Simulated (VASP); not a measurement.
# Al: single point with LDA

Al:

```
Al
1.0
     0.00000    1.95112    1.95112
     1.95112    0.00000    1.95112
     1.95112    1.95112    0.00000
Al
1
Direct
  0.00000 0.00000 0.00000
```

This cell differs from its parent crystal: volume scaled by 0.94.

```
Program                : VASP 6.6.1
Task                   : single point
Functional             : LDA
Potentials or basis    : VASP PAW LDA potentials, release 64 (Al)
Cutoff                 : 520 eV
k mesh                 : 18 × 18 × 18
Occupations            : fermi-dirac, width 0.05 eV
Spin                   : no spin polarisation
Dipole correction      : no
Further INCAR settings : ALGO = Normal; EDIFF = 1e-07; NBANDS = 8
```

The pressure is 6.0 GPa.

Levels at points of the mesh, in eV from the Fermi level:
| k point | band 1 | band 2 | band 3 | band 4 |
| --- | --- | --- | --- | --- |
| (0.00, 0.00, 0.00) | -11.84 | 13.16 | 13.16 | 13.16 |
| (0.50, 0.00, 0.00) | -4.97 | -4.53 | 11.93 | 11.93 |
| (0.50, 0.50, 0.00) | -3.15 | -1.64 | 5.32 | 6.05 |

Wall time 43 s on 1 thread of Intel Xeon 8259CL (shared host), peak memory 0.1 GiB.
